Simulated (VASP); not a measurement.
# FeCo3 (Pm-3m) in VASP: single point with PBEsol

Aim: the single point of FeCo3 with PBEsol.

All numbers are computed with VASP 6.6.1; they aren't measurements. Logs are shortened: lines on timing, memory, paths and dates and some standing lists are left out, and cuts for length are marked.

## Step 1: The cell of the first run

The structure is cubic, space group Pm-3m (No. 221). Conventional cell: a = 3.536 Å, b = 3.536 Å, c = 3.536 Å, α = 90.00°, β = 90.00°, γ = 90.00°. Fe (site symmetry m-3m) has 12 Co at 2.50 Å within 3.3 Å. Co (site symmetry 4/mmm) has 4 Fe at 2.50 Å and 8 Co at 2.50 Å within 3.3 Å.

## Step 2: Single point, PBEsol, collinear spin, ferromagnetic start

INCAR

```
ALGO     = Normal         # electronic algorithm
EDIFF    = 1E-6           # SCF threshold, eV
ENCUT    = 520            # plane-wave cutoff, eV
GGA      = PS             # functional
ISIF     = 2              # what is computed and relaxed
ISMEAR   = 0              # smearing method
ISPIN    = 2              # spin polarisation
LASPH    = True           # aspherical terms in the spheres
LCHARG   = False          # write CHGCAR
LMAXMIX  = 4              # l up to which the mixer works
LORBIT   = 11             # projections on sites
LREAL    = False          # projectors in reciprocal space
LWAVE    = False          # write WAVECAR
MAGMOM   = 2.85 1.83 1.83 1.83 # initial moments
NBANDS   = 30             # bands
NELM     = 150            # most SCF steps
PREC     = Accurate       # precision mode
SIGMA    = 0.1            # smearing width, eV
```

KPOINTS

```
k-points
0
Gamma
  14 14 14
```

POSCAR

```
FeCo3
1.0
    3.5357026200      0.0000000000      0.0000000000
    0.0000000000      3.5357026200      0.0000000000
    0.0000000000      0.0000000000      3.5357026200
Fe Co
1 3
Direct
    0.0000000000      0.0000000000      0.0000000000
    0.5000000000      0.5000000000      0.0000000000
    0.5000000000      0.0000000000      0.5000000000
    0.0000000000      0.5000000000      0.5000000000
```

Potentials or basis: VASP PAW PBE potentials, release 64 (Fe, Co).

On the command line:

```sh
$ cat potpaw_PBE.64/Fe/POTCAR potpaw_PBE.64/Co/POTCAR > POTCAR
$ mpirun -np 1 vasp_std > vasp.out
```

OUTCAR:

```text
EDIFF = 1E-6
   ENCUT = 520
   GGA = PS
   ISIF = 2
   ISMEAR = 0
   ISPIN = 2
   LASPH = True
   LORBIT = 11
   LREAL = False
   NELM = 150
   PREC = Accurate

 ion  position               nearest neighbor table
   1  0.000  0.000  0.000-   2 2.50   3 2.50   4 2.50   3 2.50   4 2.50   2 2.50   4 2.50   4 2.50
                             2 2.50   3 2.50   3 2.50   2 2.50
   2  0.500  0.500  0.000-   1 2.50   3 2.50   4 2.50   3 2.50   4 2.50   1 2.50   3 2.50   3 2.50
                             1 2.50   4 2.50   4 2.50   1 2.50
   3  0.500  0.000  0.500-   1 2.50   2 2.50   4 2.50   1 2.50   2 2.50   2 2.50   4 2.50   2 2.50
                             1 2.50   4 2.50   1 2.50   4 2.50
   4  0.000  0.500  0.500-   1 2.50   2 2.50   3 2.50   1 2.50   2 2.50   1 2.50   3 2.50   1 2.50
                             2 2.50   3 2.50   2 2.50   3 2.50

  LATTYP: Found a simple cubic cell.
 ALAT       =     3.5357026200

  Lattice vectors:

 A1 = (   3.5357026200,   0.0000000000,   0.0000000000)
 A2 = (   0.0000000000,   3.5357026200,   0.0000000000)
 A3 = (   0.0000000000,   0.0000000000,   3.5357026200)

Analysis of symmetry for initial positions (statically):
=====================================================================
 Subroutine PRICEL returns:
 Original cell was already a primitive cell.

 Routine SETGRP: Setting up the symmetry group for a
 simple cubic supercell.

 Subroutine GETGRP returns: Found 48 space group operations
 (whereof 48 operations were pure point group operations)
 out of a pool of 48 trial point group operations.

The static configuration has the point symmetry O_h .

Analysis of symmetry for dynamics (positions and initial velocities):
=====================================================================
 Subroutine PRICEL returns:
 Original cell was already a primitive cell.

 Routine SETGRP: Setting up the symmetry group for a
 simple cubic supercell.

 Subroutine GETGRP returns: Found 48 space group operations
 (whereof 48 operations were pure point group operations)
 out of a pool of 48 trial point group operations.

The dynamic configuration has the point symmetry O_h .

Analysis of structural, dynamic, and magnetic symmetry:
=====================================================================
 Subroutine PRICEL returns:
 Original cell was already a primitive cell.

 Routine SETGRP: Setting up the symmetry group for a
 simple cubic supercell.

 Subroutine GETGRP returns: Found 48 space group operations
[... 135 lines left out ...]
   IVDW    =     0    specifies the selected vdW correction
   LEPSILON=     F    determine dielectric tensor
   LRPA    =     F    only Hartree local field effects (RPA)
 spin polarized calculation
 Gauss-broadening in eV      SIGMA  =   0.10
  energy-cutoff  :      520.00
  volume of cell :       44.20
 maximum number of plane-waves:      1213
 NGX is ok and might be reduce to    28
   NGX = 13   NGY = 13   NGZ = 13

 number of electron      34.9999991 magnetization       7.3579295

 Free energy of the ion-electron system (eV)
  ---------------------------------------------------
  ext. energy  EPLUGINS =         0.00000000
  ---------------------------------------------------
  free energy    TOTEN  =       -31.98894419 eV

  energy without entropy =      -31.96875244  energy(sigma->0) =      -31.97884831

 E-fermi :   8.8966     XC(G=0): -13.4573

 val. band max:        8.8952535828   @ k =   0.2143   0.0714   0.0000
 cond. band min:       8.8966341794   @ k =   0.5000   0.2143   0.0000
 fundamental gap:      0.0013805966
 Fermi energy:         8.8965845262

 spin component 1

 k-point     1 :       0.0000    0.0000    0.0000
  band No.  band energies     occupation
      1       0.0123      1.00000
      2       3.6626      1.00000
      3       3.6626      1.00000
      4       3.8043      1.00000
      5       4.3769      1.00000
      6       4.3769      1.00000
[... 757 lines left out ...]
     28      21.1378      0.00000
     29      22.9504      0.00000

 [... further k-points ...]

 spin component 2

 k-point     1 :       0.0000    0.0000    0.0000
  band No.  band energies     occupation
      1       0.1547      1.00000
      2       4.9924      1.00000
      3       5.0421      1.00000
      4       5.0421      1.00000
      5       5.7501      1.00000
      6       5.7501      1.00000
[... 757 lines left out ...]
     28      21.7582      0.00000
     29      23.5514      0.00000

 [... further k-points ...]

 [bands above 29 left out]

------------------------ aborting loop because EDIFF is reached ----------------------------------------

  FORCE on cell =-STRESS in cart. coord.  units (eV):
  Direction    XX          YY          ZZ          XY          YZ          ZX
  --------------------------------------------------------------------------------------
  -------------------------------------------------------------------------------------
  Total       -2.4442236     -2.4442236     -2.4442236      0.0000000      0.0000000     -0.0000000
  in kB      -88.5980814    -88.5980814    -88.5980814      0.0000000      0.0000000     -0.0000000
  external PRESSURE =     -88.5980814 kB  Pullay stress =       0.0000000 kB

 VOLUME and BASIS-vectors are now :
 -----------------------------------------------------------------------------
  energy-cutoff  :      520.00
  volume of cell :       44.20
      direct lattice vectors                 reciprocal lattice vectors
     3.535702620  0.000000000  0.000000000     0.282829216  0.000000000  0.000000000
     0.000000000  3.535702620  0.000000000     0.000000000  0.282829216  0.000000000
     0.000000000  0.000000000  3.535702620     0.000000000  0.000000000  0.282829216

 POSITION                                       TOTAL-FORCE (eV/Angst)
 -----------------------------------------------------------------------------------
      0.00000      0.00000      0.00000         0.000000      0.000000      0.000000
      1.76785      1.76785      0.00000         0.000000      0.000000      0.000000
      1.76785      0.00000      1.76785         0.000000      0.000000      0.000000
      0.00000      1.76785      1.76785         0.000000      0.000000      0.000000
 -----------------------------------------------------------------------------------
    total drift:                                0.000000      0.000000      0.000000

  FREE ENERGIE OF THE ION-ELECTRON SYSTEM (eV)
  ---------------------------------------------------
  free  energy   TOTEN  =       -31.9889441902 eV

  energy  without entropy=      -31.9687524383  energy(sigma->0) =      -31.97884831

 total charge

# of ion       s       p       d       tot
------------------------------------------
    1        0.487   0.533   6.208   7.228
    2        0.490   0.522   7.256   8.268
    3        0.490   0.522   7.256   8.268
    4        0.490   0.522   7.256   8.268
--------------------------------------------------
tot          1.957   2.100  27.976  32.033

 magnetization (x)

# of ion       s       p       d       tot
------------------------------------------
    1       -0.005  -0.034   2.608   2.569
    2       -0.018  -0.049   1.671   1.604
    3       -0.018  -0.049   1.671   1.604
    4       -0.018  -0.049   1.671   1.604
--------------------------------------------------
tot         -0.058  -0.180   7.620   7.381
```

OSZICAR:

```text
N       E                     dE             d eps       ncg     rms          rms(c)
DAV:   1     0.230438786854E+03    0.23044E+03   -0.15332E+04 14936   0.156E+03
DAV:   2    -0.226166712239E+02   -0.25306E+03   -0.23530E+03 14406   0.303E+02
DAV:   3    -0.367159966813E+02   -0.14099E+02   -0.13271E+02 15822   0.977E+01
DAV:   4    -0.369242378742E+02   -0.20824E+00   -0.20801E+00 16748   0.124E+01
DAV:   5    -0.369329029655E+02   -0.86651E-02   -0.86644E-02 21696   0.190E+00    0.226E+01
DAV:   6    -0.327701022582E+02    0.41628E+01   -0.29895E+01 15804   0.801E+01    0.128E+01
DAV:   7    -0.321970627925E+02    0.57304E+00   -0.38638E+00 16596   0.344E+01    0.924E+00
DAV:   8    -0.323143743120E+02   -0.11731E+00   -0.19855E+00 16872   0.293E+01    0.883E+00
DAV:   9    -0.320108145747E+02    0.30356E+00   -0.39634E-01 17666   0.171E+01    0.265E+00
DAV:  10    -0.319891593724E+02    0.21655E-01   -0.51530E-02 21272   0.245E+00    0.115E+00
DAV:  11    -0.319893287317E+02   -0.16936E-03   -0.37184E-03 17308   0.922E-01    0.676E-01
DAV:  12    -0.319890039007E+02    0.32483E-03   -0.22100E-03 24370   0.109E+00    0.180E-01
DAV:  13    -0.319889455737E+02    0.58327E-04   -0.44959E-04 16188   0.228E-01    0.566E-02
DAV:  14    -0.319889471908E+02   -0.16172E-05   -0.30986E-05 21348   0.101E-01    0.369E-02
DAV:  15    -0.319889439297E+02    0.32612E-05   -0.76808E-06 16734   0.680E-02    0.123E-02
DAV:  16    -0.319889441902E+02   -0.26052E-06   -0.84707E-07  8922   0.141E-02
   1 F= -.31988944E+02 E0= -.31978848E+02  d E =-.201918E-01  mag=     7.3588
```

Run time: 5 min. Hardware: 1 thread of Intel Xeon Platinum 8259CL at 2.50GHz (Skylake/Cascade Lake), shared host; peak memory 0.34 GiB.

What came out:

```yaml
Free_energy: -31.9889 eV
Pressure: -8.9 GPa
Net_moment: 7.36 μB per cell
Site_moments: Fe +2.57; Co +1.60 μB
Valence_electrons_inside_the_program's_atomic_spheres: Fe 7.23; Co 8.27
```

Caveat: the cell stands under tension; the PAW data sets were made with another functional, which shifts forces and pressure a little.
